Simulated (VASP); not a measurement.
Here is a VASP 6.6.1 calculation.

The input INCAR:

```
SYSTEM = MgO
ALGO = Normal
EDIFF = 1E-6
ENCUT = 520
GGA = PS
ISIF = 2
ISMEAR = 0
LASPH = .TRUE.
LCHARG = .FALSE.
LREAL = .FALSE.
LWAVE = .FALSE.
NBANDS = 16
NELM = 60
PREC = Accurate
SIGMA = 0.05
```

Contents of KPOINTS:

```
k-points
0
G
  9 9 6
  0 0 0
```

Contents of POSCAR:

```
MgO
1.0
    3.3034678116      0.0000000000      0.0000000000
   -1.6517339058      2.8608870454      0.0000000000
    0.0000000000      0.0000000000      4.8186000000
Mg O
2 2
Direct
    0.3333333333      0.6666666667      0.0036583380
    0.6666666667      0.3333333333      0.5036583380
    0.3333333333      0.6666666667      0.4009416620
    0.6666666667      0.3333333333      0.9009416620
```

Potentials or basis: VASP PAW PBE potentials, release 64 (Mg, O).

The run is started by

```console
$ cat potpaw_PBE.64/Mg/POTCAR potpaw_PBE.64/O/POTCAR > POTCAR
$ mpirun -np 1 vasp_std > vasp.out
```

**Question.** What does it give for the largest force?

**Answer.** 0.590 eV/Å.

**Question.** What does it give for the band gap on the k mesh?

**Answer.** 3.51 eV, direct.

**Question.** Predict the pressure.

**Answer.** 4.9 GPa.

Stress tensor (GPa, compression positive):
```
 1.97  0.00  0.00
 0.00  1.97  0.00
 0.00  0.00 10.74
```

Caveat: the PAW data sets were made with another functional, which shifts forces and pressure a little. A hybrid or GW would open this gap; PBEsol tends to underestimate it.
